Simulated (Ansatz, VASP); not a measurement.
InSb in VASP and in Ansatz

Contents of INCAR:

```
PREC     = Accurate       # precision mode
ENCUT    = 520            # plane-wave cutoff, eV
EDIFF    = 1E-6           # SCF threshold, eV
ISMEAR   = 0              # smearing method
SIGMA    = 0.1            # smearing width, eV
LREAL    = F              # projectors in reciprocal space
LASPH    = T              # aspherical terms in the spheres
NELM     = 100            # most SCF steps
ALGO     = Normal         # electronic algorithm
ISIF     = 2              # what is computed and relaxed
LWAVE    = F              # write WAVECAR
LCHARG   = F              # write CHGCAR
GGA      = PE             # functional
NBANDS   = 26             # bands
```

Contents of KPOINTS:

```
Automatic mesh
0
Gamma
  8 8 6
```

File POSCAR:

```
InSb
1.0
    3.0633140000     -3.0813730000      0.0000000000
    3.0633140000      3.0813730000      0.0000000000
    0.0000000000      0.0000000000      6.1268940000
In Sb
2 2
Direct
    0.2794110000      0.7205890000      0.2500000000
    0.7205890000      0.2794110000      0.7500000000
    0.7772050000      0.2227950000      0.2500000000
    0.2227950000      0.7772050000      0.7500000000
```

Input for Ansatz:

```yaml
crystal:
  lattice:
    - [3.063314, -3.081373, 0.0]
    - [3.063314, 3.081373, 0.0]
    - [0.0, 0.0, 6.126894]
  atoms:
    - { symbol: In, position: [0.279411, 0.720589, 0.25] }
    - { symbol: In, position: [0.720589, 0.279411, 0.75] }
    - { symbol: Sb, position: [0.777205, 0.222795, 0.25] }
    - { symbol: Sb, position: [0.222795, 0.777205, 0.75] }
basis:
  ecutwfc: 420
kpoints:
  mp_grid: { grid: [8, 8, 6] }
hamiltonian:
  xc: pbe
scf:
  occupations: { method: gaussian, width: 0.1 }
output:
  forces: true
  stress: true
  eigenvalues: true
```

Alike in both runs: task single point; functional PBE; k mesh 8 × 8 × 6; occupations gaussian, width 0.1 eV; no spin polarisation.

```csv
,VASP,Ansatz
version,VASP 6.6.1,Ansatz 0.2.0
potentials or method,"VASP PAW PBE potentials, release 64 (In_d, Sb), cutoff 520 eV","scalar-relativistic, plane waves, PAW"
valence electrons in the cell,36,56
```

|  | VASP | Ansatz | Ansatz less VASP |
| --- | --- | --- | --- |
| gap on the k mesh at the Fermi level (eV) | none | none | - |
| pressure (GPa) | 0.1 | 0.1 | +0.03 |
| traceless stress, the component that is largest in VASP (GPa) | -0.59 | -0.59 | +0.001 |
| rms of the force components (eV/Å) | 0.013 | 0.014 | +0.0008 |

Atom by atom the forces differ by 0.001 eV/Å (rms over components). A gap of «none» marks a metal or a gap that the smearing closes. The functional is the same, so the differences come from potentials, cutoffs and numerics. VASP's potentials hold 36 valence electrons a cell and Ansatz's 56, so a difference there can come from the potentials and not from the codes.

Neither program's run includes spin-orbit coupling.
